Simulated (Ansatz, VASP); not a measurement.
Pt: VASP beside Ansatz

The input POSCAR:

```
Pt
1.0
    2.7329693150      0.0000000000      0.0000000000
   -1.3664846575      2.3668208545      0.0000000000
    0.0000000000      0.0000000000      4.7653532650
Pt
2
Direct
    0.6666666667      0.3333333333      0.7500000000
    0.3333333333      0.6666666667      0.2500000000
```

The input INCAR.step1:

```
  PREC = Accurate
  ENCUT = 520
  ISMEAR = 0
  SIGMA = 0.15
  LREAL = F
  LASPH = T
  NELM = 80
  NBANDS = 17
  GGA = PE
  ALGO = Normal
  EDIFF = 1E-4
  LWAVE = T
  LCHARG = F
```

INCAR.step2

```
  PREC = Accurate
  ENCUT = 520
  EDIFF = 1E-7
  ISMEAR = 0
  SIGMA = 0.15
  LREAL = F
  LASPH = T
  NELM = 80
  ALGO = Normal
  ISIF = 2
  LWAVE = F
  LCHARG = F
  METAGGA = R2SCAN
  LMIXTAU = T
  NBANDS = 17
  ISTART = 1
```

Contents of KPOINTS:

```
Automatic mesh
0
Gamma
  12 12 8
```

Input for Ansatz:

```yaml
crystal:
  lattice:
    - [2.732969315, 0.0, 0.0]
    - [-1.3664846575, 2.3668208545, 0.0]
    - [0.0, 0.0, 4.765353265]
  atoms:
    - { symbol: Pt, position: [0.6666666667, 0.3333333333, 0.75] }
    - { symbol: Pt, position: [0.3333333333, 0.6666666667, 0.25] }
basis:
  ecutwfc: 500
kpoints:
  mp_grid: { grid: [12, 12, 8] }
hamiltonian:
  xc: r2scan
scf:
  occupations: { method: gaussian, width: 0.15 }
output:
  forces: true
  stress: true
  eigenvalues: true
  write_density: true
  write_potential: true
  elf: true
  volumetric_format: npy
```

Alike in both runs: task single point; functional r2SCAN; k mesh 12 × 12 × 8; occupations gaussian, width 0.15 eV; no spin polarisation.

|  | VASP | Ansatz |
| --- | --- | --- |
| version | VASP 6.6.1 | Ansatz 0.2.0 |
| potentials or method | VASP PAW PBE potentials, release 64 (Pt), cutoff 520 eV | scalar-relativistic, plane waves, PAW |
| valence electrons in the cell | 20 | 36 |

|  | VASP | Ansatz | Ansatz less VASP |
| --- | --- | --- | --- |
| gap on the k mesh at the Fermi level (eV) | none | none | - |
| pressure (GPa) | 0.8 | 0.1 | -0.67 |
| traceless stress, the component that is largest in VASP (GPa) | -0.40 | -0.16 | +0.233 |

VASP's potentials were made for PBE, not for r2SCAN. A gap of «none» marks a metal or a gap that the smearing closes. The functional is the same, so the differences come from potentials, cutoffs and numerics. VASP's potentials hold 20 valence electrons a cell and Ansatz's 36, so a difference there can come from the potentials and not from the codes.

Neither program's run includes spin-orbit coupling.
